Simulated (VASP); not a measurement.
# ZnS in VASP: further runs

The runs below take ZnS through single point, with PBE.

Everything below comes from runs of VASP 6.6.1. Logs are shortened: lines on timing, memory, paths and dates and some standing lists are left out, and cuts for length are marked.

**The experiment to reproduce.**

“Electronic, vibrational, and thermodynamic properties of ZnS (zincblende and rocksalt structure)”, 2009, arxiv:0911.5022 quotes, for a bulk crystal of ZnS at 19 K: band gap 3.85 eV (direct).

The runs below are set against these values where they give the same quantity.

### 1 The cell of the first run

The structure is cubic, space group F-43m (No. 216). Conventional cell: a = 5.404 Å, b = 5.404 Å, c = 5.404 Å, α = 90.00°, β = 90.00°, γ = 90.00°. Within 3.1 Å of Zn (site symmetry -43m) lie 4 S at 2.34 Å. S (site symmetry -43m) has 4 Zn at 2.34 Å within 3.1 Å.

### 2 Single point, PBE

INCAR reads:

```
PREC = Accurate
ENCUT = 500
EDIFF = 1E-6
ISMEAR = 0
SIGMA = 0.02
LREAL = F
LASPH = T
NELM = 120
ALGO = Normal
ISIF = 2
LWAVE = F
LCHARG = F
GGA = PE
NBANDS = 16
GGA_COMPAT = F
```

KPOINTS reads:

```
Automatic mesh
0
Gamma
  6 6 6
```

POSCAR reads:

```
ZnS
1.0
    0.0000000000      2.7020000000      2.7020000000
    2.7020000000      0.0000000000      2.7020000000
    2.7020000000      2.7020000000      0.0000000000
Zn S
1 1
Direct
    0.2500000000      0.2500000000      0.2500000000
    0.0000000000      0.0000000000      0.0000000000
```

Potentials or basis: VASP PAW PBE potentials, release 64 (Zn, S).

Launch:

```
> cat potpaw_PBE.64/Zn/POTCAR potpaw_PBE.64/S/POTCAR > POTCAR
> mpirun -np 1 vasp_std > vasp.out
```

OUTCAR:

```text
PREC = Accurate
   ENCUT = 500
   EDIFF = 1E-6
   ISMEAR = 0
   LREAL = F
   LASPH = T
   NELM = 120
   ISIF = 2
   GGA = PE

 ion  position               nearest neighbor table
   1  0.250  0.250  0.250-   2 2.34   2 2.34   2 2.34   2 2.34
   2  0.000  0.000  0.000-   1 2.34   1 2.34   1 2.34   1 2.34

  LATTYP: Found a face centered cubic cell.
 ALAT       =     5.4040000000

  Lattice vectors:

 A1 = (   0.0000000000,   2.7020000000,   2.7020000000)
 A2 = (   2.7020000000,   0.0000000000,   2.7020000000)
 A3 = (   2.7020000000,   2.7020000000,   0.0000000000)

Analysis of symmetry for initial positions (statically):
=====================================================================
 Subroutine PRICEL returns:
 Original cell was already a primitive cell.

 Routine SETGRP: Setting up the symmetry group for a
 face centered cubic supercell.

 Subroutine GETGRP returns: Found 24 space group operations
 (whereof 24 operations were pure point group operations)
 out of a pool of 48 trial point group operations.

The static configuration has the point symmetry T_d .

Analysis of symmetry for dynamics (positions and initial velocities):
=====================================================================
 Subroutine PRICEL returns:
 Original cell was already a primitive cell.

 Routine SETGRP: Setting up the symmetry group for a
 face centered cubic supercell.

 Subroutine GETGRP returns: Found 24 space group operations
 (whereof 24 operations were pure point group operations)
 out of a pool of 48 trial point group operations.

The dynamic configuration has the point symmetry T_d .

 Subroutine INISYM returns: Found 24 space group operations
 (whereof 24 operations are pure point group operations),
 and found     1 'primitive' translations

----------------------------------------------------------------------------------------

                                     Primitive cell

  volume of cell :      39.4535

  direct lattice vectors                    reciprocal lattice vectors
     0.000000000  2.702000000  2.702000000    -0.185048113  0.185048113  0.185048113
     2.702000000  0.000000000  2.702000000     0.185048113 -0.185048113  0.185048113
     2.702000000  2.702000000  0.000000000     0.185048113  0.185048113 -0.185048113

  length of vectors
     3.821205046  3.821205046  3.821205046     0.320512733  0.320512733  0.320512733

  position of ions in fractional coordinates (direct lattice)
     0.250000000  0.250000000  0.250000000
     0.000000000  0.000000000  0.000000000

  ion indices of the primitive-cell ions
   primitive index   ion index
                 1           1
                 2           2

----------------------------------------------------------------------------------------

 KPOINTS: Automatic mesh

Automatic generation of k-mesh.
 Grid dimensions read from file:
 generate k-points for:    6    6    6

 Generating k-lattice:

  Cartesian coordinates                     Fractional coordinates (reciprocal lattice)
    -0.030841352  0.030841352  0.030841352     0.166666667  0.000000000  0.000000000
     0.030841352 -0.030841352  0.030841352     0.000000000  0.166666667  0.000000000
     0.030841352  0.030841352 -0.030841352     0.000000000  0.000000000  0.166666667

  Length of vectors
     0.053418789  0.053418789  0.053418789

  Shift w.r.t. Gamma in fractional coordinates (k-lattice)
     0.000000000  0.000000000  0.000000000

 Subroutine IBZKPT returns following result:
 ===========================================

 Found     16 irreducible k-points:

 Following reciprocal coordinates:
            Coordinates               Weight
  0.000000  0.000000  0.000000      1.000000
  0.166667  0.000000  0.000000      8.000000
  0.333333  0.000000  0.000000      8.000000
  0.500000  0.000000  0.000000      4.000000
  0.166667  0.166667  0.000000      6.000000
  0.333333  0.166667  0.000000     24.000000
[... 8 lines left out ...]
 -0.333333  0.333333  0.166667     24.000000
 -0.333333  0.500000  0.166667     12.000000
   k-points           NKPTS =     16   k-points in BZ     NKDIM =     16   number of bands    NBANDS=     16
   number of dos      NEDOS =    301   number of ions     NIONS =      2
   total plane-waves  NPLWV =  21952
   dimension x,y,z NGX =    28 NGY =   28 NGZ =   28
   dimension x,y,z NGXF=    56 NGYF=   56 NGZF=   56
   ions per type =               1   1
   NGX,Y,Z   is equivalent  to a cutoff of  12.18, 12.18, 12.18 a.u.
   NGXF,Y,Z  is equivalent  to a cutoff of  24.36, 24.36, 24.36 a.u.
 SYSTEM =  unknown system
   PREC   = accura    normal or accurate (medium, high low for compatibility)
   ISTART =      0    job   : 0-new  1-cont  2-samecut
   ICHARG =      2    charge: 1-file 2-atom 10-const
   ISPIN  =      1    spin polarized calculation?
   LNONCOLLINEAR =      F non collinear calculations
   LSORBIT =      F    spin-orbit coupling
   LASPH  =      T    aspherical Exc in radial PAW
   ENCUT  =  500.0 eV  36.75 Ry    6.06 a.u.   6.97  6.97  6.97*2*pi/ulx,y,z
   NELM   =    120;   NELMIN=  2; NELMDL= -5     # of ELM steps
   EDIFF  = 0.1E-05   stopping-criterion for ELM
   LREAL  =      F    real-space projection
   EDIFFG = 0.1E-04   stopping-criterion for IOM
   NSW    =      0    number of steps for IOM
   IBRION =     -1    ionic relax: 0-MD 1-quasi-New 2-CG
   NFREE  =      0    steps in history (QN), initial steepest desc. (CG)
   ISIF   =      2    stress and relaxation
   ISYM   =      2    0-nonsym 1-usesym 2-fastsym
   POTIM  = 0.5000    time-step for ionic-motion
   TEBEG  =    0.0;   TEEND  =   0.0 temperature during run
   PSTRESS=    0.0 pullay stress
   NELECT =      18.0000    total number of electrons
   NUPDOWN=      -1.0000    fix difference up-down
   EMIN   =  10.00;   EMAX   =-10.00  energy-range for DOS
   EFERMI =   0.00;   METHOD = LEGACY
   ISMEAR =     0;   SIGMA  =   0.02  broadening in eV -4-tet -1-fermi 0-gaus
   EFERMI_NEDOS =   21; number of points for ismear=-14 and -15
   IALGO  =     38    algorithm
   IMIX   =      4    mixing-type and parameters
     AMIX     =   0.40;   BMIX     =  1.00
     AMIX_MAG =   1.60;   BMIX_MAG =  1.00
  volume/ion in A,a.u.               =      19.73       133.12
  Fermi-wavevector in a.u.,A,eV,Ry     =   1.260290  2.381602 21.610537  1.588330
  Thomas-Fermi vector in A             =   2.393807
   LORBIT       =      0    0 simple, 1 ext, 2 COOP (PROOUT), +10 PAW based schemes
   GGA     = PE    functional components
   LHFCALC =     F    Hartree Fock is set to
   AEXX    =    0.0000 exact exchange contribution
   IVDW    =     0    specifies the selected vdW correction
   LEPSILON=     F    determine dielectric tensor
   LRPA    =     F    only Hartree local field effects (RPA)
 non-spin polarized calculation
 Gauss-broadening in eV      SIGMA  =   0.02
  energy-cutoff  :      500.00
  volume of cell :       39.45
 maximum number of plane-waves:      1018
   NGX = 13   NGY = 13   NGZ = 13

 number of electron      18.0000000 magnetization

 Free energy of the ion-electron system (eV)
  ---------------------------------------------------
  ext. energy  EPLUGINS =         0.00000000
  ---------------------------------------------------
  free energy    TOTEN  =        -6.84398069 eV

  energy without entropy =       -6.84398069  energy(sigma->0) =       -6.84398069

 E-fermi :   2.2468     XC(G=0):  -9.6293

 val. band max:        2.1093331986   @ k =   0.0000   0.0000   0.0000
 cond. band min:       4.2223855876   @ k =   0.0000   0.0000   0.0000
 fundamental gap:      2.1130523891
 Fermi energy:         2.2467519026

 k-point     1 :       0.0000    0.0000    0.0000
  band No.  band energies     occupation
      1     -11.0309      2.00000
      2      -4.2318      2.00000
      3      -4.2318      2.00000
      4      -4.2318      2.00000
      5      -3.7339      2.00000
      6      -3.7339      2.00000
[... 8 lines left out ...]
     15      13.8711      0.00000
     16      13.9787      0.00000

 k-point     2 :       0.1667    0.0000    0.0000
  band No.  band energies     occupation
      1     -10.8285      2.00000
      2      -4.2246      2.00000
      3      -4.1966      2.00000
      4      -4.1966      2.00000
      5      -3.7358      2.00000
      6      -3.7358      2.00000
[... 8 lines left out ...]
     15      13.0852      0.00000
     16      14.8124      0.00000

 k-point     3 :       0.3333    0.0000    0.0000
  band No.  band energies     occupation
      1     -10.3693      2.00000
      2      -4.1378      2.00000
      3      -4.1378      2.00000
      4      -4.0672      2.00000
      5      -3.7221      2.00000
      6      -3.7221      2.00000
[... 8 lines left out ...]
     15      13.6947      0.00000
     16      13.9757      0.00000

 k-point     4 :       0.5000    0.0000    0.0000
  band No.  band energies     occupation
      1     -10.1036      2.00000
      2      -4.1169      2.00000
      3      -4.1169      2.00000
      4      -3.7036      2.00000
      5      -3.7036      2.00000
      6      -3.5311      2.00000
[... 8 lines left out ...]
     15      15.5166      0.00000
     16      15.5166      0.00000

 k-point     5 :       0.1667    0.1667    0.0000
  band No.  band energies     occupation
      1     -10.7608      2.00000
      2      -4.2629      2.00000
      3      -4.1634      2.00000
      4      -4.1634      2.00000
      5      -3.7605      2.00000
      6      -3.7151      2.00000
[... 8 lines left out ...]
     15      14.2252      0.00000
     16      16.1052      0.00000

 k-point     6 :       0.3333    0.1667    0.0000
  band No.  band energies     occupation
      1     -10.3830      2.00000
      2      -4.2189      2.00000
      3      -4.0929      2.00000
      4      -4.0782      2.00000
      5      -3.7527      2.00000
      6      -3.6988      2.00000
[... 8 lines left out ...]
     15      14.6622      0.00000
     16      16.1139      0.00000

 k-point     7 :       0.5000    0.1667    0.0000
  band No.  band energies     occupation
      1     -10.0343      2.00000
      2      -4.1237      2.00000
      3      -4.0625      2.00000
      4      -3.8321      2.00000
      5      -3.6981      2.00000
      6      -3.5759      2.00000
[... 8 lines left out ...]
     15      15.5574      0.00000
     16      16.1387      0.00000

 k-point     8 :      -0.3333    0.1667    0.0000
  band No.  band energies     occupation
      1     -10.1235      2.00000
      2      -4.1122      2.00000
      3      -4.0864      2.00000
      4      -3.8996      2.00000
      5      -3.7365      2.00000
      6      -3.6693      2.00000
[... 8 lines left out ...]
     15      15.1515      0.00000
     16      16.2433      0.00000

 k-point     9 :      -0.1667    0.1667    0.0000
  band No.  band energies     occupation
      1     -10.5366      2.00000
      2      -4.1862      2.00000
      3      -4.1526      2.00000
      4      -4.1358      2.00000
      5      -3.7547      2.00000
      6      -3.7096      2.00000
[... 8 lines left out ...]
     15      14.0875      0.00000
     16      16.4893      0.00000

 k-point    10 :       0.3333    0.3333    0.0000
  band No.  band energies     occupation
      1     -10.1472      2.00000
      2      -4.2786      2.00000
      3      -3.9953      2.00000
      4      -3.9953      2.00000
      5      -3.7442      2.00000
      6      -3.6774      2.00000
[... 8 lines left out ...]
     15      15.1496      0.00000
     16      19.2431      0.00000

 k-point    11 :       0.5000    0.3333    0.0000
  band No.  band energies     occupation
      1      -9.8789      2.00000
      2      -4.1955      2.00000
      3      -3.9469      2.00000
      4      -3.9071      2.00000
      5      -3.6784      2.00000
      6      -3.5515      2.00000
[... 8 lines left out ...]
     15      15.7507      0.00000
     16      16.9815      0.00000

 k-point    12 :      -0.3333    0.3333    0.0000
  band No.  band energies     occupation
      1      -9.8701      2.00000
      2      -4.1227      2.00000
      3      -3.9896      2.00000
      4      -3.7923      2.00000
      5      -3.7189      2.00000
      6      -3.4547      2.00000
[... 8 lines left out ...]
     15      13.8037      0.00000
     16      18.6273      0.00000

 k-point    13 :       0.5000    0.5000    0.0000
  band No.  band energies     occupation
      1      -9.7915      2.00000
      2      -4.2584      2.00000
      3      -3.8891      2.00000
      4      -3.8891      2.00000
      5      -3.6585      2.00000
      6      -3.5175      2.00000
[... 8 lines left out ...]
     15      15.8253      0.00000
     16      16.6502      0.00000

 k-point    14 :       0.5000    0.3333    0.1667
  band No.  band energies     occupation
      1     -10.0508      2.00000
      2      -4.1393      2.00000
      3      -4.0525      2.00000
      4      -3.9352      2.00000
      5      -3.7108      2.00000
      6      -3.6587      2.00000
[... 8 lines left out ...]
     15      16.0630      0.00000
     16      16.6795      0.00000

 k-point    15 :      -0.3333    0.3333    0.1667
  band No.  band energies     occupation
      1      -9.8700      2.00000
      2      -4.0988      2.00000
      3      -4.0110      2.00000
      4      -3.7864      2.00000
      5      -3.7438      2.00000
      6      -3.4208      2.00000
[... 8 lines left out ...]
     15      15.8508      0.00000
     16      16.5339      0.00000

 k-point    16 :      -0.3333    0.5000    0.1667
  band No.  band energies     occupation
      1      -9.7871      2.00000
      2      -4.1400      2.00000
      3      -3.9379      2.00000
      4      -3.8502      2.00000
      5      -3.7109      2.00000
      6      -3.3796      2.00000
[... 8 lines left out ...]
     15      16.0175      0.00000
     16      16.9650      0.00000

------------------------ aborting loop because EDIFF is reached ----------------------------------------

  FORCE on cell =-STRESS in cart. coord.  units (eV):
  Direction    XX          YY          ZZ          XY          YZ          ZX
  --------------------------------------------------------------------------------------
  -------------------------------------------------------------------------------------
  Total        0.4353544      0.4353544      0.4353544     -0.0000000      0.0000000     -0.0000000
  in kB       17.6794001     17.6794001     17.6794001     -0.0000000      0.0000000     -0.0000000
  external PRESSURE =      17.6794001 kB  Pullay stress =       0.0000000 kB

 VOLUME and BASIS-vectors are now :
 -----------------------------------------------------------------------------
  energy-cutoff  :      500.00
  volume of cell :       39.45
      direct lattice vectors                 reciprocal lattice vectors
     0.000000000  2.702000000  2.702000000    -0.185048113  0.185048113  0.185048113
     2.702000000  0.000000000  2.702000000     0.185048113 -0.185048113  0.185048113
     2.702000000  2.702000000  0.000000000     0.185048113  0.185048113 -0.185048113

 POSITION                                       TOTAL-FORCE (eV/Angst)
 -----------------------------------------------------------------------------------
      1.35100      1.35100      1.35100         0.000000      0.000000      0.000000
      0.00000      0.00000      0.00000        -0.000000     -0.000000     -0.000000
 -----------------------------------------------------------------------------------
    total drift:                               -0.000000     -0.000000     -0.000000

  FREE ENERGIE OF THE ION-ELECTRON SYSTEM (eV)
  ---------------------------------------------------
  free  energy   TOTEN  =        -6.8439806931 eV

  energy  without entropy=       -6.8439806931  energy(sigma->0) =       -6.84398069
```

Run time: 6.9 s. Hardware: 1 thread of Intel Xeon Platinum 8375C at 2.90GHz (Ice Lake), shared host; peak memory 0.15 GiB.

What came out:

* Free energy: -6.8440 eV
* Pressure: 1.8 GPa
* Band gap on the k mesh: 2.11 eV, direct

Levels at points of the mesh, in eV from the valence-band top:
```tsv
k point	band 7	band 8	band 9	band 10	band 11	band 12
(0.00, 0.00, 0.00)	0.00	0.00	0.00	2.11	6.39	6.39
(0.50, 0.00, 0.00)	-5.29	-0.87	-0.87	3.31	6.93	6.93
(0.50, 0.50, 0.00)	-4.56	-2.22	-2.22	3.41	4.07	10.98
```

### 3 Single point, PBE

INCAR reads:

```
SYSTEM = ZnS
  ALGO = Normal
  EDIFF = 1E-6
  ENCUT = 500
  GGA = PE
  GGA_COMPAT = .False.
  ISIF = 2
  ISMEAR = 0
  LASPH = .True.
  LCHARG = .False.
  LREAL = .False.
  LWAVE = .False.
  NBANDS = 16
  NELM = 120
  PREC = Accurate
  SIGMA = 0.02
```

KPOINTS reads:

```
k-points
0
Gamma
  6 6 6
  0 0 0
```

POSCAR reads:

```
ZnS
1.0
   -0.0135100000      2.7020000000      2.7020000000
    2.7020000000     -0.0135100000      2.7020000000
    2.6884900000      2.6884900000      0.0000000000
Zn S
1 1
Direct
    0.2500000000      0.2500000000      0.2500000000
    0.0000000000      0.0000000000      0.0000000000
```

Potentials or basis: VASP PAW PBE potentials, release 64 (Zn, S).

Launch:

```
> cat potpaw_PBE.64/Zn/POTCAR potpaw_PBE.64/S/POTCAR > POTCAR
> mpirun -np 1 vasp_std > vasp.out
```

OUTCAR:

```text
SYSTEM = ZnS
   EDIFF = 1E-6
   ENCUT = 500
   GGA = PE
   ISIF = 2
   ISMEAR = 0
   LASPH = .True.
   LREAL = .False.
   NELM = 120
   PREC = Accurate

 ion  position               nearest neighbor table
   1  0.250  0.250  0.250-   2 2.33   2 2.33   2 2.35   2 2.35
   2  0.000  0.000  0.000-   1 2.33   1 2.33   1 2.35   1 2.35

  LATTYP: Found a body centered orthorhombic cell.
 ALAT       =     3.8020990203
 B/A-ratio  =     1.0100502513
 C/A-ratio  =     1.4213201632

  Lattice vectors:

[... 643 lines left out ...]
------------------------ aborting loop because EDIFF is reached ----------------------------------------

  FORCE on cell =-STRESS in cart. coord.  units (eV):
  Direction    XX          YY          ZZ          XY          YZ          ZX
  --------------------------------------------------------------------------------------
  -------------------------------------------------------------------------------------
  Total        0.4382448      0.4382448      0.4372892      0.1716148      0.0000000      0.0000000
  in kB       17.7972216     17.7972216     17.7584138      6.9693140      0.0000000      0.0000000
  external PRESSURE =      17.7842857 kB  Pullay stress =       0.0000000 kB

 VOLUME and BASIS-vectors are now :
 -----------------------------------------------------------------------------
  energy-cutoff  :      500.00
  volume of cell :       39.45
      direct lattice vectors                 reciprocal lattice vectors
    -0.013510000  2.702000000  2.702000000    -0.184127475  0.184127475  0.185048113
     2.702000000 -0.013510000  2.702000000     0.184127475 -0.184127475  0.185048113
     2.688490000  2.688490000  0.000000000     0.185978003  0.185978003 -0.185048113

 POSITION                                       TOTAL-FORCE (eV/Angst)
 -----------------------------------------------------------------------------------
      1.34424      1.34424      1.35100         0.000000      0.000000      0.057577
      0.00000      0.00000      0.00000        -0.000000     -0.000000     -0.057577
 -----------------------------------------------------------------------------------
    total drift:                               -0.000001     -0.000001      0.000093

  FREE ENERGIE OF THE ION-ELECTRON SYSTEM (eV)
  ---------------------------------------------------
  free  energy   TOTEN  =        -6.8431044450 eV

  energy  without entropy=       -6.8431044450  energy(sigma->0) =       -6.84310444
```

stdout:

```text
POSCAR found type information on POSCAR ZnS
 POSCAR found :  2 types and       2 ions
 scaLAPACK will be used
 LDA part: xc-table for (Slater+PW92), standard interpolation
 POSCAR, INCAR and KPOINTS ok, starting setup
 FFT: planning ... GRIDC
 FFT: planning ... GRID_SOFT
 FFT: planning ... GRID
 WAVECAR not read
 entering main loop
```

Run time: 16 s. Hardware: 1 thread of Intel Xeon Platinum 8375C at 2.90GHz (Ice Lake), shared host; peak memory 0.16 GiB.

What came out:

* Free energy: -6.8431 eV
* Pressure: 1.8 GPa
* Largest force: 0.058 eV/Å
* Band gap on the k mesh: 2.09 eV, direct

Forces on the atoms (eV/Å):
```
Zn   0.000  0.000  0.058
S    0.000  0.000 -0.058
```

Expect the measured gap to be larger: semilocal functionals such as PBE lack the derivative discontinuity.

### 4 Against experiment

Step 2. Against the measured gap of ZnS, 3.85 eV (direct; 19 K; quoted in “Electronic, vibrational, and thermodynamic properties of ZnS (zincblende and rocksalt structure)”, 2009, arxiv:0911.5022), the calculated 2.11 eV is off by -1.74 eV. The value is that of PBE, without temperature or zero-point motion. Semilocal functionals fall short of measured gaps as a rule.
